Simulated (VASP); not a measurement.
Input of a VASP 6.6.1 run:

The input INCAR:

```
SYSTEM = Au
  PREC = Accurate
  ENCUT = 520
  EDIFF = 1E-6
  ISMEAR = -1
  SIGMA = 0.1
  LREAL = .False.
  LASPH = .True.
  NELM = 100
  ALGO = Normal
  ISIF = 2
  LWAVE = .False.
  LCHARG = .False.
  NBANDS = 12
```

The input KPOINTS:

```
Automatic mesh
0
Gamma
  12 12 12
  0 0 0
```

File POSCAR:

```
Au
1.0
    2.6673447241      0.0000000000      0.0000000000
    0.0000000000      2.6673447241      0.0000000000
    0.0000000000      0.0000000000      2.6673447241
Au
1
Direct
    0.0000000000      0.0000000000      0.0000000000
```

Potentials or basis: VASP PAW LDA potentials, release 64 (Au).

The run is started by

```bash
$ cat potpaw_LDA.64/Au/POTCAR > POTCAR
$ mpirun -np 1 vasp_std > vasp.out
```

(1) What does it give for the pressure?

## Answers

(1) 0.5 GPa.
